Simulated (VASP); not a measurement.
# Si3C4 (Pmm2) in VASP: single point with PBE

Aim: the single point of Si3C4 with PBE.

Program: VASP 6.6.1. These are calculated values, not measurements. Logs are shortened: lines on timing, memory, paths and dates and some standing lists are left out, and cuts for length are marked.

## 1. The cell of the first run

The structure is orthorhombic, space group Pmm2 (No. 25). The conventional cell has a = 3.118 Å, b = 7.114 Å, c = 4.804 Å, α = 90.00°, β = 90.00°, γ = 90.00°. Within 2.6 Å of Si (site symmetry mm2) lie 2 C at 1.92 Å and 2 Si at 2.43 Å. Si (site symmetry m) has 3 C at 1.86 Å and 1 Si at 2.43 Å within 2.5 Å. Within 1.8 Å of C (site symmetry m) lie 1 C at 1.33 Å. C (site symmetry m) has 1 C at 1.39 Å and 2 Si at 1.86 Å within 1.9 Å.

## 2. Single point, PBE, collinear spin, ferromagnetic start

INCAR

```
PREC     = Accurate       # precision mode
ENCUT    = 520            # plane-wave cutoff, eV
EDIFF    = 1E-7           # SCF threshold, eV
ISMEAR   = 0              # smearing method
SIGMA    = 0.1            # smearing width, eV
LREAL    = F              # projectors in reciprocal space
LASPH    = T              # aspherical terms in the spheres
NELM     = 150            # most SCF steps
ALGO     = Normal         # electronic algorithm
ISIF     = 2              # what is computed and relaxed
LWAVE    = F              # write WAVECAR
LCHARG   = T              # write CHGCAR
ISPIN    = 2              # spin polarisation
MAGMOM   = 0 0 0 1 1 1 1  # initial moments
LORBIT   = 11             # projections on sites
GGA      = PE             # functional
LELF     = T              # ELF
LVHAR    = T            
NBANDS   = 27             # bands
```

KPOINTS

```
regular mesh
0
Gamma
  6 4 4
```

POSCAR

```
Si3C4
1.0
    3.1182001243      0.0000000000      0.0000000000
    0.0000000000      7.1144832500      0.0000000000
    0.0000000000      0.0000000000      4.8036999046
Si C
3 4
Direct
    0.5000000000      0.0000000000      0.5408304088
    0.5000000000      0.2609201433      0.8663057795
    0.5000000000      0.7390798567      0.8663057795
    0.5000000000      0.9065544174      0.1649489568
    0.5000000000      0.0934455826      0.1649489568
    0.0000000000      0.5975922981      0.8577478644
    0.0000000000      0.4024077019      0.8577478644
```

Potentials or basis: VASP PAW PBE potentials, release 64 (Si, C).

Run with:

```
$ cat potpaw_PBE.64/Si/POTCAR potpaw_PBE.64/C/POTCAR > POTCAR
$ mpirun -np 1 vasp_std > vasp.out
```

OUTCAR:

```text
PREC = Accurate
   ENCUT = 520
   EDIFF = 1E-7
   ISMEAR = 0
   LREAL = F
   LASPH = T
   NELM = 150
   ISIF = 2
   ISPIN = 2
   LORBIT = 11
   GGA = PE

 ion  position               nearest neighbor table
   1  0.500  0.000  0.541-   4 1.92   5 1.92   2 2.43   3 2.43
   2  0.500  0.261  0.866-   7 1.86   7 1.86   5 1.86   1 2.43
   3  0.500  0.739  0.866-   6 1.86   6 1.86   4 1.86   1 2.43
   4  0.500  0.907  0.165-   5 1.33   3 1.86   1 1.92
   5  0.500  0.093  0.165-   4 1.33   2 1.86   1 1.92
   6  0.000  0.598  0.858-   7 1.39   3 1.86   3 1.86
   7  0.000  0.402  0.858-   6 1.39   2 1.86   2 1.86

  LATTYP: Found a simple orthorhombic cell.
 ALAT       =     3.1182001243
 B/A-ratio  =     1.5405361148
 C/A-ratio  =     2.2815993093

  Lattice vectors:

 A1 = (  -3.1182001243,   0.0000000000,   0.0000000000)
 A2 = (   0.0000000000,   0.0000000000,   4.8036999046)
 A3 = (   0.0000000000,   7.1144832500,   0.0000000000)

Analysis of symmetry for initial positions (statically):
=====================================================================
 Subroutine PRICEL returns:
 Original cell was already a primitive cell.

 Routine SETGRP: Setting up the symmetry group for a
 simple orthorhombic supercell.

 Subroutine GETGRP returns: Found  4 space group operations
 (whereof  4 operations were pure point group operations)
 out of a pool of  8 trial point group operations.

The static configuration has the point symmetry C_2v.

Analysis of symmetry for dynamics (positions and initial velocities):
=====================================================================
 Subroutine PRICEL returns:
 Original cell was already a primitive cell.

 Routine SETGRP: Setting up the symmetry group for a
 simple orthorhombic supercell.

 Subroutine GETGRP returns: Found  4 space group operations
 (whereof  4 operations were pure point group operations)
 out of a pool of  8 trial point group operations.

The dynamic configuration has the point symmetry C_2v.

Analysis of structural, dynamic, and magnetic symmetry:
=====================================================================
 Subroutine PRICEL returns:
 Original cell was already a primitive cell.

 Routine SETGRP: Setting up the symmetry group for a
 simple orthorhombic supercell.

 Subroutine GETGRP returns: Found  4 space group operations
 (whereof  4 operations were pure point group operations)
 out of a pool of  8 trial point group operations.

The overall configuration has the point symmetry C_2v.

 Subroutine INISYM returns: Found  4 space group operations
 (whereof  4 operations are pure point group operations),
 and found     1 'primitive' translations

----------------------------------------------------------------------------------------

                                     Primitive cell

  volume of cell :     106.5671

  direct lattice vectors                    reciprocal lattice vectors
     3.118200124  0.000000000  0.000000000     0.320697826  0.000000000  0.000000000
     0.000000000  7.114483250  0.000000000     0.000000000  0.140558346  0.000000000
     0.000000000  0.000000000  4.803699905     0.000000000  0.000000000  0.208172871

  length of vectors
     3.118200124  7.114483250  4.803699905     0.320697826  0.140558346  0.208172871

  position of ions in fractional coordinates (direct lattice)
     0.500000000  0.000000000  0.540830409
     0.500000000  0.260920143  0.866305780
     0.500000000  0.739079857  0.866305780
     0.500000000  0.906554417  0.164948957
     0.500000000  0.093445583  0.164948957
     0.000000000  0.597592298  0.857747864
     0.000000000  0.402407702  0.857747864

  ion indices of the primitive-cell ions
   primitive index   ion index
                 1           1
                 2           2
                 3           3
                 4           4
                 5           5
                 6           6
                 7           7

----------------------------------------------------------------------------------------

[... 52 lines left out ...]
   number of dos      NEDOS =    301   number of ions     NIONS =      7
   total plane-waves  NPLWV =  46656
   dimension x,y,z NGX =    24 NGY =   54 NGZ =   36
   dimension x,y,z NGXF=    48 NGYF=  108 NGZF=   72
   ions per type =               3   4
   NGX,Y,Z   is equivalent  to a cutoff of  12.80, 12.62, 12.46 a.u.
   NGXF,Y,Z  is equivalent  to a cutoff of  25.59, 25.24, 24.92 a.u.
 SYSTEM =  unknown system
   PREC   = accura    normal or accurate (medium, high low for compatibility)
   ISTART =      0    job   : 0-new  1-cont  2-samecut
   ICHARG =      2    charge: 1-file 2-atom 10-const
   ISPIN  =      2    spin polarized calculation?
   LNONCOLLINEAR =      F non collinear calculations
   LSORBIT =      F    spin-orbit coupling
   LASPH  =      T    aspherical Exc in radial PAW
   ENCUT  =  520.0 eV  38.22 Ry    6.18 a.u.   5.80 13.23  8.93*2*pi/ulx,y,z
   NELM   =    150;   NELMIN=  2; NELMDL= -5     # of ELM steps
   EDIFF  = 0.1E-06   stopping-criterion for ELM
   LREAL  =      F    real-space projection
   EDIFFG = 0.1E-05   stopping-criterion for IOM
   NSW    =      0    number of steps for IOM
   IBRION =     -1    ionic relax: 0-MD 1-quasi-New 2-CG
   NFREE  =      0    steps in history (QN), initial steepest desc. (CG)
   ISIF   =      2    stress and relaxation
   ISYM   =      2    0-nonsym 1-usesym 2-fastsym
   POTIM  = 0.5000    time-step for ionic-motion
   TEBEG  =    0.0;   TEEND  =   0.0 temperature during run
   PSTRESS=    0.0 pullay stress
   NELECT =      28.0000    total number of electrons
   NUPDOWN=      -1.0000    fix difference up-down
   EMIN   =  10.00;   EMAX   =-10.00  energy-range for DOS
   EFERMI =   0.00;   METHOD = LEGACY
   ISMEAR =     0;   SIGMA  =   0.10  broadening in eV -4-tet -1-fermi 0-gaus
   EFERMI_NEDOS =   21; number of points for ismear=-14 and -15
   IALGO  =     38    algorithm
   IMIX   =      4    mixing-type and parameters
     AMIX     =   0.40;   BMIX     =  1.00
     AMIX_MAG =   1.60;   BMIX_MAG =  1.00
  volume/ion in A,a.u.               =      15.22       102.74
  Fermi-wavevector in a.u.,A,eV,Ry     =   1.048543  1.981460 14.958835  1.099443
  Thomas-Fermi vector in A             =   2.183469
   LORBIT       =     11    0 simple, 1 ext, 2 COOP (PROOUT), +10 PAW based schemes
   GGA     = PE    functional components
   LHFCALC =     F    Hartree Fock is set to
   AEXX    =    0.0000 exact exchange contribution
   IVDW    =     0    specifies the selected vdW correction
   LEPSILON=     F    determine dielectric tensor
   LRPA    =     F    only Hartree local field effects (RPA)
 spin polarized calculation
 Gauss-broadening in eV      SIGMA  =   0.10
  energy-cutoff  :      520.00
  volume of cell :      106.57
 maximum number of plane-waves:      2904
 NGX is ok and might be reduce to    24
   NGX = 11   NGY = 27   NGZ = 17

 number of electron      27.9999998 magnetization      -0.0000157

 number of electron      27.9999998 magnetization       0.0000026

 Free energy of the ion-electron system (eV)
  ---------------------------------------------------
  ext. energy  EPLUGINS =         0.00000000
  ---------------------------------------------------
  free energy    TOTEN  =       -48.36334502 eV

  energy without entropy =      -48.35529457  energy(sigma->0) =      -48.35931980

 E-fermi :   4.4375     XC(G=0):  -9.0016

 val. band max:        4.4238432952   @ k =   0.3333   0.5000   0.0000
 cond. band min:       4.4586960489   @ k =   0.0000   0.5000   0.5000
 fundamental gap:      0.0348527537
 Fermi energy:         4.4374603566

 spin component 1

 k-point     1 :       0.0000    0.0000    0.0000
  band No.  band energies     occupation
      1     -11.9733      1.00000
      2     -10.9499      1.00000
      3      -7.7383      1.00000
      4      -5.0814      1.00000
      5      -3.6816      1.00000
      6      -3.4340      1.00000
[... 685 lines left out ...]
     25      12.9066      0.00000
     26      13.0839      0.00000

 [... further k-points ...]

 spin component 2

 k-point     1 :       0.0000    0.0000    0.0000
  band No.  band energies     occupation
      1     -11.9733      1.00000
      2     -10.9499      1.00000
      3      -7.7383      1.00000
      4      -5.0814      1.00000
      5      -3.6816      1.00000
      6      -3.4340      1.00000
[... 685 lines left out ...]
     25      12.9066      0.00000
     26      13.0839      0.00000

 [... further k-points ...]

 [bands above 26 left out]

------------------------ aborting loop because EDIFF is reached ----------------------------------------

  FORCE on cell =-STRESS in cart. coord.  units (eV):
  Direction    XX          YY          ZZ          XY          YZ          ZX
  --------------------------------------------------------------------------------------
  -------------------------------------------------------------------------------------
  Total        0.4231032      0.9280380      0.1357740      0.0000000      0.0000000      0.0000000
  in kB        6.3611207     13.9525360      2.0412869      0.0000000      0.0000000      0.0000000
  external PRESSURE =       7.4516478 kB  Pullay stress =       0.0000000 kB

 VOLUME and BASIS-vectors are now :
 -----------------------------------------------------------------------------
  energy-cutoff  :      520.00
  volume of cell :      106.57
      direct lattice vectors                 reciprocal lattice vectors
     3.118200124  0.000000000  0.000000000     0.320697826  0.000000000  0.000000000
     0.000000000  7.114483250  0.000000000     0.000000000  0.140558346  0.000000000
     0.000000000  0.000000000  4.803699905     0.000000000  0.000000000  0.208172871

 POSITION                                       TOTAL-FORCE (eV/Angst)
 -----------------------------------------------------------------------------------
      1.55910      0.00000      2.59799         0.000000      0.000000      0.108659
      1.55910      1.85631      4.16147         0.000000     -0.149545     -0.070616
      1.55910      5.25817      4.16147         0.000000      0.149545     -0.070616
      1.55910      6.44967      0.79237         0.000000      0.293386      0.005611
      1.55910      0.66482      0.79237         0.000000     -0.293386      0.005611
      0.00000      4.25156      4.12036         0.000000     -0.184748      0.010676
      0.00000      2.86292      4.12036         0.000000      0.184748      0.010676
 -----------------------------------------------------------------------------------
    total drift:                                0.000000     -0.000000     -0.000088

  FREE ENERGIE OF THE ION-ELECTRON SYSTEM (eV)
  ---------------------------------------------------
  free  energy   TOTEN  =       -48.3633450214 eV

  energy  without entropy=      -48.3552945726  energy(sigma->0) =      -48.35931980

 total charge

# of ion       s       p       d       tot
------------------------------------------
    1        0.734   0.878   0.000   1.612
    2        0.736   0.973   0.000   1.709
    3        0.736   0.973   0.000   1.709
    4        0.895   1.639   0.000   2.534
    5        0.895   1.639   0.000   2.534
    6        0.864   1.659   0.000   2.523
    7        0.864   1.659   0.000   2.523
--------------------------------------------------
tot          5.726   9.419   0.000  15.145

 magnetization (x)

# of ion       s       p       d       tot
------------------------------------------
    1       -0.000  -0.000   0.000  -0.000
    2        0.000   0.000   0.000   0.000
    3        0.000   0.000   0.000   0.000
    4        0.000   0.000   0.000   0.000
    5        0.000   0.000   0.000   0.000
    6        0.000   0.000   0.000   0.000
    7        0.000   0.000   0.000   0.000
--------------------------------------------------
tot          0.000   0.000   0.000   0.000
```

It took 1.9 min on 1 thread of AMD EPYC 9R45 (Zen 5), shared host; peak memory 0.29 GiB.

Results:

```
Free energy                                           : -48.3633 eV
Pressure                                              : 0.7 GPa
Largest force                                         : 0.293 eV/Å
Band gap on the k mesh                                : zero (filled and empty bands overlap)
Net moment                                            : 0.00 μB per cell
Valence electrons inside the program's atomic spheres : Si 1.61, 1.71; C 2.53, 2.52
```

Forces in eV/Å, atoms in the order of the input:
```
Si   0.000  0.000  0.109
Si   0.000 -0.150 -0.071
Si   0.000  0.150 -0.071
C    0.000  0.293  0.006
C    0.000 -0.293  0.006
C    0.000 -0.185  0.011
C    0.000  0.185  0.011
```

Levels at points of the mesh, in eV from the Fermi level:
Spin up:
```csv
k point,band 10,band 11,band 12,band 13,band 14,band 15,band 16,band 17,band 18,band 19
"(0.00, 0.00, 0.00)",-3.54,-3.17,-2.56,-1.80,-1.15,1.66,2.19,3.78,4.00,4.44
"(0.50, 0.00, 0.00)",-4.85,-3.83,-3.26,-1.85,-0.69,-0.64,0.16,1.52,2.94,3.60
"(0.00, 0.50, 0.00)",-4.50,-2.82,-1.96,-1.13,-0.80,0.28,2.42,3.34,3.89,4.52
"(0.50, 0.50, 0.00)",-4.39,-3.40,-3.22,-2.27,-1.34,-1.16,0.94,1.99,3.00,4.42
"(0.00, 0.00, 0.50)",-3.55,-2.74,-2.50,-1.12,-0.38,1.52,2.71,2.92,3.80,3.98
"(0.50, 0.00, 0.50)",-5.09,-3.25,-2.52,-2.33,-1.73,-0.22,1.71,2.02,2.36,3.98
"(0.00, 0.50, 0.50)",-3.06,-2.95,-2.68,-0.91,0.02,1.77,1.83,2.80,3.47,4.25
"(0.50, 0.50, 0.50)",-4.46,-3.91,-3.47,-2.28,-1.96,1.08,1.29,1.46,3.53,4.20
```
Spin down:
```tsv
k point	band 10	band 11	band 12	band 13	band 14	band 15	band 16	band 17	band 18	band 19
(0.00, 0.00, 0.00)	-3.54	-3.17	-2.56	-1.80	-1.15	1.66	2.19	3.78	4.00	4.44
(0.50, 0.00, 0.00)	-4.85	-3.83	-3.26	-1.85	-0.69	-0.64	0.16	1.52	2.94	3.60
(0.00, 0.50, 0.00)	-4.50	-2.82	-1.96	-1.13	-0.80	0.28	2.42	3.34	3.89	4.52
(0.50, 0.50, 0.00)	-4.39	-3.40	-3.22	-2.27	-1.34	-1.16	0.94	1.99	3.00	4.42
(0.00, 0.00, 0.50)	-3.55	-2.74	-2.50	-1.12	-0.38	1.52	2.71	2.92	3.80	3.98
(0.50, 0.00, 0.50)	-5.09	-3.25	-2.52	-2.33	-1.73	-0.22	1.71	2.02	2.36	3.98
(0.00, 0.50, 0.50)	-3.06	-2.95	-2.68	-0.91	0.02	1.77	1.83	2.80	3.47	4.25
(0.50, 0.50, 0.50)	-4.46	-3.91	-3.47	-2.28	-1.96	1.08	1.29	1.46	3.53	4.20
```
